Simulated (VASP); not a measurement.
# KI (I4/mmm) in VASP: further runs

KI is run at these levels: r2SCAN; tasks: single point.

Everything below comes from runs of VASP 6.6.1. Logs are shortened: lines on timing, memory, paths and dates and some standing lists are left out, and cuts for length are marked.

### 1 The cell of the first run

The structure is tetragonal, space group I4/mmm (No. 139). Conventional cell: a = 4.586 Å, b = 4.586 Å, c = 7.331 Å, α = 90.00°, β = 90.00°, γ = 90.00°. K (site symmetry 4/mmm) has 6 I at 3.24 to 3.67 Å within 4.3 Å. Within 4.3 Å of I (site symmetry 4/mmm) lie 6 K at 3.24 to 3.67 Å.

### 2 Single point, r2SCAN (strain -0.080 along x and y, +0.040 along z)

POSCAR reads:

```
KI
1.0
    0.0000000000      3.2425860000      3.6655320000
    3.2425860000      0.0000000000      3.6655320000
    3.2425860000      3.2425860000      0.0000000000
K I
1 1
Direct
    0.0000000000      0.0000000000      0.0000000000
    0.5000000000      0.5000000000      0.5000000000
```

INCAR.step1 reads:

```
SYSTEM = KI
ALGO = Normal ; EDIFF = 1E-4
ENCUT = 520 ; GGA = PE
ISMEAR = 0 ; LASPH = .TRUE.
LCHARG = .FALSE. ; LREAL = .FALSE.
LWAVE = .TRUE. ; NBANDS = 15
NELM = 80 ; PREC = Accurate
SIGMA = 0.05
```

INCAR.step2 reads:

```
SYSTEM = KI
ALGO = Normal ; EDIFF = 1E-6
ENCUT = 520 ; ISIF = 2
ISMEAR = 0 ; ISTART = 1
LASPH = .TRUE. ; LCHARG = .FALSE.
LMIXTAU = .TRUE. ; LREAL = .FALSE.
LWAVE = .FALSE. ; METAGGA = R2SCAN
NBANDS = 15 ; NELM = 80
PREC = Accurate ; SIGMA = 0.05
```

KPOINTS reads:

```
k-points
0
G
  6 6 6
  0 0 0
```

Potentials or basis: VASP PAW PBE potentials, release 64 (K_sv, I).

The run is started by

```sh
> cat potpaw_PBE.64/K_sv/POTCAR potpaw_PBE.64/I/POTCAR > POTCAR
> cp INCAR.step1 INCAR
> mpirun -np 1 vasp_std > vasp.out
> cp INCAR.step2 INCAR
> mpirun -np 1 vasp_std > vasp.out
```

OUTCAR:

```text
SYSTEM = KI
   EDIFF = 1E-6
   ENCUT = 520
   ISIF = 2
   ISMEAR = 0
   ISTART = 1
   LASPH = .TRUE.
   LREAL = .FALSE.
   METAGGA = R2SCAN
   NELM = 80
   PREC = Accurate

 ion  position               nearest neighbor table
   1  0.000  0.000  0.000-   2 3.24   2 3.24   2 3.24   2 3.24   2 3.67   2 3.67
   2  0.500  0.500  0.500-   1 3.24   1 3.24   1 3.24   1 3.24   1 3.67   1 3.67

  LATTYP: Found a body centered tetragonal cell.
 ALAT       =     4.5857090984
 C/A-ratio  =     1.5986762009

  Lattice vectors:

 A1 = (  -3.2425860000,   0.0000000000,   3.6655320000)
 A2 = (   3.2425860000,   0.0000000000,   3.6655320000)
 A3 = (   0.0000000000,   3.2425860000,  -3.6655320000)

Analysis of symmetry for initial positions (statically):
=====================================================================
 Subroutine PRICEL returns:
 Original cell was already a primitive cell.

 Routine SETGRP: Setting up the symmetry group for a
 body centered tetragonal supercell.

 Subroutine GETGRP returns: Found 16 space group operations
 (whereof 16 operations were pure point group operations)
 out of a pool of 16 trial point group operations.

The static configuration has the point symmetry D_4h.

Analysis of symmetry for dynamics (positions and initial velocities):
=====================================================================
 Subroutine PRICEL returns:
 Original cell was already a primitive cell.

 Routine SETGRP: Setting up the symmetry group for a
 body centered tetragonal supercell.

 Subroutine GETGRP returns: Found 16 space group operations
 (whereof 16 operations were pure point group operations)
 out of a pool of 16 trial point group operations.

The dynamic configuration has the point symmetry D_4h.

 Subroutine INISYM returns: Found 16 space group operations
 (whereof 16 operations are pure point group operations),
 and found     1 'primitive' translations

----------------------------------------------------------------------------------------

                                     Primitive cell

  volume of cell :      77.0815

  direct lattice vectors                    reciprocal lattice vectors
     0.000000000  3.242586000  3.665532000    -0.154197915  0.154197915  0.136405848
     3.242586000  0.000000000  3.665532000     0.154197915 -0.154197915  0.136405848
     3.242586000  3.242586000  0.000000000     0.154197915  0.154197915 -0.136405848

  length of vectors
     4.893923662  4.893923662  4.585709098     0.257216930  0.257216930  0.257216930

  position of ions in fractional coordinates (direct lattice)
     0.000000000  0.000000000  0.000000000
     0.500000000  0.500000000  0.500000000

  ion indices of the primitive-cell ions
   primitive index   ion index
                 1           1
                 2           2

----------------------------------------------------------------------------------------

 KPOINTS: k-points

Automatic generation of k-mesh.
 Grid dimensions read from file:
 generate k-points for:    6    6    6

 Generating k-lattice:

  Cartesian coordinates                     Fractional coordinates (reciprocal lattice)
    -0.025699652  0.025699652  0.022734308     0.166666667 -0.000000000  0.000000000
     0.025699652 -0.025699652  0.022734308    -0.000000000  0.166666667  0.000000000
     0.025699652  0.025699652 -0.022734308     0.000000000  0.000000000  0.166666667

  Length of vectors
     0.042869488  0.042869488  0.042869488

  Shift w.r.t. Gamma in fractional coordinates (k-lattice)
     0.000000000  0.000000000  0.000000000

 Subroutine IBZKPT returns following result:
 ===========================================

 Found     30 irreducible k-points:

 Following reciprocal coordinates:
            Coordinates               Weight
  0.000000  0.000000  0.000000      1.000000
  0.166667 -0.000000  0.000000      8.000000
  0.333333 -0.000000  0.000000      8.000000
  0.500000 -0.000000  0.000000      4.000000
  0.166667  0.166667  0.000000      2.000000
  0.333333  0.166667  0.000000      8.000000
[... 16 lines left out ...]
  0.333333  0.000000  0.333333      4.000000
  0.500000 -0.000000  0.333333     16.000000
 [... further k-points ...]
   k-points           NKPTS =     30   k-points in BZ     NKDIM =     30   number of bands    NBANDS=     15
   number of dos      NEDOS =    301   number of ions     NIONS =      2
   total plane-waves  NPLWV =  46656
   dimension x,y,z NGX =    36 NGY =   36 NGZ =   36
   dimension x,y,z NGXF=    72 NGYF=   72 NGZF=   72
   ions per type =               1   1
   NGX,Y,Z   is equivalent  to a cutoff of  12.23, 12.23, 13.05 a.u.
   NGXF,Y,Z  is equivalent  to a cutoff of  24.46, 24.46, 26.10 a.u.
 SYSTEM =  KI
   PREC   = accura    normal or accurate (medium, high low for compatibility)
   ISTART =      1    job   : 0-new  1-cont  2-samecut
   ICHARG =      0    charge: 1-file 2-atom 10-const
   ISPIN  =      1    spin polarized calculation?
   LNONCOLLINEAR =      F non collinear calculations
   LSORBIT =      F    spin-orbit coupling
   LASPH  =      T    aspherical Exc in radial PAW
   ENCUT  =  520.0 eV  38.22 Ry    6.18 a.u.   9.10  9.10  8.53*2*pi/ulx,y,z
   NELM   =     80;   NELMIN=  2; NELMDL=  0     # of ELM steps
   EDIFF  = 0.1E-05   stopping-criterion for ELM
   LREAL  =      F    real-space projection
   EDIFFG = 0.1E-04   stopping-criterion for IOM
   NSW    =      0    number of steps for IOM
   IBRION =     -1    ionic relax: 0-MD 1-quasi-New 2-CG
   NFREE  =      0    steps in history (QN), initial steepest desc. (CG)
   ISIF   =      2    stress and relaxation
   ISYM   =      2    0-nonsym 1-usesym 2-fastsym
   POTIM  = 0.5000    time-step for ionic-motion
   TEBEG  =    0.0;   TEEND  =   0.0 temperature during run
   PSTRESS=    0.0 pullay stress
   NELECT =      16.0000    total number of electrons
   NUPDOWN=      -1.0000    fix difference up-down
   EMIN   =  10.00;   EMAX   =-10.00  energy-range for DOS
   EFERMI =   0.00;   METHOD = LEGACY
   ISMEAR =     0;   SIGMA  =   0.05  broadening in eV -4-tet -1-fermi 0-gaus
   EFERMI_NEDOS =   21; number of points for ismear=-14 and -15
   IALGO  =     38    algorithm
   IMIX   =      4    mixing-type and parameters
     AMIX     =   0.40;   BMIX     =  1.00
     AMIX_MAG =   1.60;   BMIX_MAG =  1.00
  volume/ion in A,a.u.               =      38.54       260.09
  Fermi-wavevector in a.u.,A,eV,Ry     =   0.969315  1.831739 12.783641  0.939571
  Thomas-Fermi vector in A             =   2.099357
   LORBIT       =      0    0 simple, 1 ext, 2 COOP (PROOUT), +10 PAW based schemes
   METAGGA = R2SCAN    functional components
   LHFCALC =     F    Hartree Fock is set to
   AEXX    =    0.0000 exact exchange contribution
   IVDW    =     0    specifies the selected vdW correction
   LEPSILON=     F    determine dielectric tensor
   LRPA    =     F    only Hartree local field effects (RPA)
 non-spin polarized calculation
 Gauss-broadening in eV      SIGMA  =   0.05
  energy-cutoff  :      520.00
  volume of cell :       77.08
 maximum number of plane-waves:      2094
   NGX = 19   NGY = 19   NGZ = 17

 number of electron      15.9999999 magnetization

 Free energy of the ion-electron system (eV)
  ---------------------------------------------------
  ext. energy  EPLUGINS =         0.00000000
  ---------------------------------------------------
  free energy    TOTEN  =       -33.77852989 eV

  energy without entropy =      -33.77852989  energy(sigma->0) =      -33.77852989

 E-fermi :   0.3298     XC(G=0):  -8.0715

 val. band max:        0.0742539530   @ k =   0.0000   0.0000   0.0000
 cond. band min:       4.9043564658   @ k =   0.0000   0.0000   0.0000
 fundamental gap:      4.8301025128
 Fermi energy:         0.3297601681

 k-point     1 :       0.0000    0.0000    0.0000
  band No.  band energies     occupation
      1     -29.4186      2.00000
      2     -12.1696      2.00000
      3     -12.1696      2.00000
      4     -12.1579      2.00000
      5     -11.0521      2.00000
      6      -0.0620      2.00000
      7       0.0743      2.00000
      8       0.0743      2.00000
      9       4.9044      0.00000
     10       6.4572      0.00000
     11       7.2697      0.00000
     12       7.2697      0.00000
     13       7.8093      0.00000
     14       8.1721      0.00000
     15      10.5197      0.00000

 k-point     2 :       0.1667   -0.0000    0.0000
  band No.  band energies     occupation
      1     -29.4173      2.00000
      2     -12.2899      2.00000
      3     -12.1663      2.00000
      4     -12.1621      2.00000
      5     -10.8731      2.00000
      6      -0.4934      2.00000
      7      -0.1602      2.00000
      8      -0.0601      2.00000
      9       5.5354      0.00000
     10       6.7817      0.00000
     11       7.2515      0.00000
     12       7.5914      0.00000
     13       8.2696      0.00000
     14       8.6223      0.00000
     15      11.5943      0.00000

 k-point     3 :       0.3333   -0.0000    0.0000
  band No.  band energies     occupation
      1     -29.4149      2.00000
      2     -12.4698      2.00000
      3     -12.1687      2.00000
      4     -12.1597      2.00000
      5     -10.5711      2.00000
      6      -1.3153      2.00000
      7      -0.4088      2.00000
      8      -0.3064      2.00000
      9       6.0404      0.00000
     10       7.8264      0.00000
     11       8.0183      0.00000
     12       8.4503      0.00000
     13       9.4254      0.00000
     14       9.7251      0.00000
     15      10.6939      0.00000
[... 343 lines left out ...]
 k-point    23 :       0.3333    0.0000    0.3333
  band No.  band energies     occupation
      1     -29.4128      2.00000
      2     -12.3516      2.00000
      3     -12.2140      2.00000
      4     -12.1734      2.00000
      5     -10.6897      2.00000
      6      -1.1804      2.00000
      7      -0.4385      2.00000
      8      -0.3806      2.00000
      9       5.4606      0.00000
     10       6.6950      0.00000
     11       8.7505      0.00000
     12       9.5056      0.00000
     13       9.7083      0.00000
     14      10.0965      0.00000
     15      10.4961      0.00000

 k-point    24 :       0.5000   -0.0000    0.3333
  band No.  band energies     occupation
      1     -29.4116      2.00000
      2     -12.3312      2.00000
      3     -12.2224      2.00000
      4     -12.1802      2.00000
      5     -10.6986      2.00000
      6      -1.1539      2.00000
      7      -0.6690      2.00000
      8      -0.4902      2.00000
      9       5.6051      0.00000
     10       7.2961      0.00000
     11       8.6371      0.00000
     12       9.2974      0.00000
     13       9.9287      0.00000
     14      10.4680      0.00000
     15      11.2174      0.00000

 [... further k-points ...]

------------------------ aborting loop because EDIFF is reached ----------------------------------------

  FORCE on cell =-STRESS in cart. coord.  units (eV):
  Direction    XX          YY          ZZ          XY          YZ          ZX
  --------------------------------------------------------------------------------------
  -------------------------------------------------------------------------------------
  Total        2.5922776      2.5922776     -0.1712921      0.0000000      0.0000000     -0.0000000
  in kB       53.8817975     53.8817975     -3.5603936      0.0000000      0.0000000     -0.0000000
  external PRESSURE =      34.7344005 kB  Pullay stress =       0.0000000 kB

 VOLUME and BASIS-vectors are now :
 -----------------------------------------------------------------------------
  energy-cutoff  :      520.00
  volume of cell :       77.08
      direct lattice vectors                 reciprocal lattice vectors
     0.000000000  3.242586000  3.665532000    -0.154197915  0.154197915  0.136405848
     3.242586000  0.000000000  3.665532000     0.154197915 -0.154197915  0.136405848
     3.242586000  3.242586000  0.000000000     0.154197915  0.154197915 -0.136405848

 POSITION                                       TOTAL-FORCE (eV/Angst)
 -----------------------------------------------------------------------------------
      0.00000      0.00000      0.00000        -0.000000      0.000000     -0.000000
      3.24259      3.24259      3.66553         0.000000     -0.000000      0.000000
 -----------------------------------------------------------------------------------
    total drift:                                0.000000      0.000000      0.000000

  FREE ENERGIE OF THE ION-ELECTRON SYSTEM (eV)
  ---------------------------------------------------
  free  energy   TOTEN  =       -33.7785298901 eV

  energy  without entropy=      -33.7785298901  energy(sigma->0) =      -33.77852989
```

It took 1.9 min on 1 thread of Intel Xeon 6975P-C, shared host; peak memory 0.23 GiB.

Results:

```
Free energy            : -33.7785 eV
Pressure               : 3.5 GPa
Band gap on the k mesh : 4.83 eV, direct
```

Levels at points of the mesh, in eV from the valence-band top:
```tsv
k point	band 5	band 6	band 7	band 8	band 9	band 10	band 11	band 12
(0.00, 0.00, 0.00)	-11.13	-0.14	0.00	0.00	4.83	6.38	7.20	7.20
(0.50, 0.00, 0.00)	-10.51	-1.74	-0.59	-0.49	6.06	8.59	8.64	9.56
(0.50, 0.50, 0.00)	-10.95	-1.41	-0.32	-0.32	5.13	6.93	8.70	9.80
(0.50, 0.00, 0.50)	-10.88	-1.21	-0.63	-0.52	5.04	6.77	8.99	9.74
```

Caveat: the cell differs from its parent crystal (strain -0.080 along x and y, +0.040 along z); the PAW data sets were made with another functional, which shifts forces and pressure a little; spin-orbit coupling is left out, which moves the levels of the heavy elements. A k mesh can miss the band edges.

(Continued in part 2 of 3.)
